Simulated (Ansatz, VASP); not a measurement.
Two plane-wave programs on O

```
CELL_PARAMETERS angstrom
12.00000 0.00000 0.00000
0.00000 12.30000 0.00000
0.00000 0.00000 12.60000
ATOMIC_POSITIONS crystal
O 0.50000 0.50000 0.45140
O 0.50000 0.50000 0.54860
```

Alike in both runs: task single point; functional RPBE; k mesh 1 × 1 × 1; occupations fermi-dirac, width 0.01 eV; non-collinear spin, spin-orbit coupling.

```csv
,VASP,Ansatz
version,VASP 6.6.1,Ansatz 0.2.0
potentials or method,"VASP PAW PBE potentials, release 64 (O), cutoff 520 eV","plane waves (420 eV) with PAW, fully relativistic with spin-orbit coupling"
valence electrons in the cell,12,12
```

|  | VASP | Ansatz | Ansatz less VASP |
| --- | --- | --- | --- |
| net moment per atom (μB) | 1.00 | 1.00 | 0.000 |

VASP's potentials were made for PBE, not for RPBE.

Noted on VASP's run: the standard files for N, O and F lose accuracy on very short bonds.
